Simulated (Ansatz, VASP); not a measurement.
# One calculation of Zn, two programs

```xyz
3
Lattice="2.5746 0.0000 0.0000 -1.2873 2.2297 0.0000 0.0000 0.0000 20.7136" Properties=species:S:1:pos:R:3 pbc="T T T"
Zn    0.0000    0.0000    8.0000
Zn    0.0000    1.4864   10.3568
Zn    0.0000    0.0000   12.7136
```

Alike in both runs: task single point; functional LDA; k mesh 16 × 16 × 1; occupations fermi-dirac, width 0.1 eV; no spin polarisation.

|  | VASP | Ansatz |
| --- | --- | --- |
| version | VASP 6.6.1 | Ansatz 0.2.0 |
| potentials or method | VASP PAW LDA potentials, release 64 (Zn) | PAW with Ansatz's default frozen-core files, scalar-relativistic |
| plane-wave cutoff (eV) | 520 | 420 |
| valence electrons in the cell | 36 | 36 |

Ansatz gave:

* rms of the force components (eV/Å): 0.029

**Question.** Which values does VASP return?

**Answer.** rms of the force components (eV/Å): 0.020.

LDA's correlation is that of Perdew and Zunger in VASP and of Perdew and Wang (1992) in Ansatz. Atom by atom the forces differ by 0.009 eV/Å (rms over components).
